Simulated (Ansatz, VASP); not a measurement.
**PbF2: VASP beside Ansatz**

File INCAR:

```
PREC = Accurate
ENCUT = 600
EDIFF = 1E-6
ISMEAR = 0
SIGMA = 0.02
LREAL = F
LASPH = T
NELM = 100
ALGO = Normal
ISIF = 3
LWAVE = F
LCHARG = F
GGA = PE
IBRION = 2
NSW = 100
EDIFFG = -0.005
```

The input KPOINTS:

```
regular mesh
0
Gamma
  8 8 8
```

POSCAR

```
PbF2
1.0
    0.0000000000      2.9698479669      2.9698479669
    2.9698479669      0.0000000000      2.9698479669
    2.9698479669      2.9698479669      0.0000000000
Pb F
1 2
Direct
    0.0000000000      0.0000000000      0.0000000000
    0.2500000000      0.2500000000      0.2500000000
    0.7500000000      0.7500000000      0.7500000000
```

Input for Ansatz:

```yaml
crystal:
  lattice:
    - [0.0, 2.9698479669, 2.9698479669]
    - [2.9698479669, 0.0, 2.9698479669]
    - [2.9698479669, 2.9698479669, 0.0]
  atoms:
    - { symbol: Pb, position: [0.0, 0.0, 0.0] }
    - { symbol: F, position: [0.25, 0.25, 0.25] }
    - { symbol: F, position: [0.75, 0.75, 0.75] }
basis:
  ecutwfc: 420
kpoints:
  mp_grid: { grid: [8, 8, 8] }
hamiltonian:
  xc: pbe
scf:
  occupations: { method: gaussian, width: 0.02 }
output:
  forces: true
  stress: true
  eigenvalues: true
  write_density: true
  write_potential: true
  elf: true
  volumetric_format: npy
relax:
  adjacent_minimum: "off"
  f_tol: 0.005
  max_steps: 80
  cell: { stress_tol: 0.05 }
```

Alike in both runs: task relaxation of cell and atoms; functional PBE; k mesh 8 × 8 × 8; occupations gaussian, width 0.02 eV; no spin polarisation.

|  | VASP | Ansatz |
| --- | --- | --- |
| version | VASP 6.6.1 | Ansatz 0.2.0 |
| potentials or method | VASP PAW PBE potentials, release 64 (Pb_d, F), cutoff 600 eV | scalar-relativistic, plane waves, PAW |
| valence electrons in the cell | 28 | 28 |

VASP gave:

```
gap on the k mesh at the Fermi level, each at its own relaxed structure (eV) : 4.42
relaxed volume (Å³/atom)                                                     : 17.95
relaxed cell length with the largest relative difference (Å)                 : 4.238
```

Which values does Ansatz return?

gap on the k mesh at the Fermi level, each at its own relaxed structure (eV): 4.42; relaxed volume (Å³/atom): 18.00; relaxed cell length with the largest relative difference (Å): 4.243.

Spin-orbit coupling is off throughout.
